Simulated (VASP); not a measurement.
# B4MoRu: single point with PBE

B4MoRu:

```
B Mo Ru
1.0
     0.00000    2.95624    2.95624
     2.95624    0.00000    2.95624
     2.95624    2.95624    0.00000
B Mo Ru
4 1 1
Direct
  0.37442 0.37442 0.87673
  0.87673 0.37442 0.37442
  0.37442 0.37442 0.37442
  0.37442 0.87673 0.37442
  0.00000 0.00000 0.00000
  0.75000 0.75000 0.75000
```

The cell was generated, and may not be a known phase.

```json
{
  "Program": "VASP 6.6.1",
  "Task": "single point",
  "Functional": "PBE",
  "Potentials or basis": "VASP PAW PBE potentials, release 64 (B, Mo_sv, Ru_pv)",
  "Cutoff": "520 eV",
  "k mesh": "6 × 6 × 6",
  "Occupations": "gaussian, width 0.1 eV",
  "Spin": "collinear spin, ferromagnetic start",
  "Starting moments": "[0.0, 0.0, 0.0, 0.0, 1.0, 1.0] μB"
}
```

- Pressure: 0.1 GPa
- Largest force: 0.037 eV/Å
- Band gap on the k mesh: zero (filled and empty bands overlap)
- Net moment: 0.00 μB per cell
- Valence electrons inside the program's atomic spheres: B 1.68; Mo 12.83; Ru 12.92

Forces on the atoms (eV/Å):
```
B    0.022  0.022 -0.022
B   -0.022  0.022  0.022
B   -0.022 -0.022 -0.022
B    0.022 -0.022  0.022
Mo   0.000  0.000  0.000
Ru   0.000  0.000  0.000
```

Levels at points of the mesh, in eV from the Fermi level:
Spin up:
```tsv
k point	band 17	band 18	band 19	band 20	band 21	band 22	band 23	band 24
(0.00, 0.00, 0.00)	-6.06	0.46	0.46	0.58	0.58	0.58	2.59	3.95
(0.50, 0.00, 0.00)	-4.04	-0.85	-0.85	0.35	0.87	0.87	2.32	2.82
(0.50, 0.50, 0.00)	-3.58	-2.75	-1.89	-1.48	-1.48	0.39	1.32	3.71
```
Spin down:
| k point | band 17 | band 18 | band 19 | band 20 | band 21 | band 22 | band 23 | band 24 |
| --- | --- | --- | --- | --- | --- | --- | --- | --- |
| (0.00, 0.00, 0.00) | -6.06 | 0.46 | 0.46 | 0.58 | 0.58 | 0.58 | 2.59 | 3.95 |
| (0.50, 0.00, 0.00) | -4.04 | -0.85 | -0.85 | 0.35 | 0.87 | 0.87 | 2.32 | 2.82 |
| (0.50, 0.50, 0.00) | -3.58 | -2.75 | -1.89 | -1.48 | -1.48 | 0.39 | 1.32 | 3.71 |

Wall time 2.3 min on 1 thread of Intel Xeon 8259CL, with other jobs on the host, peak memory 0.22 GiB.
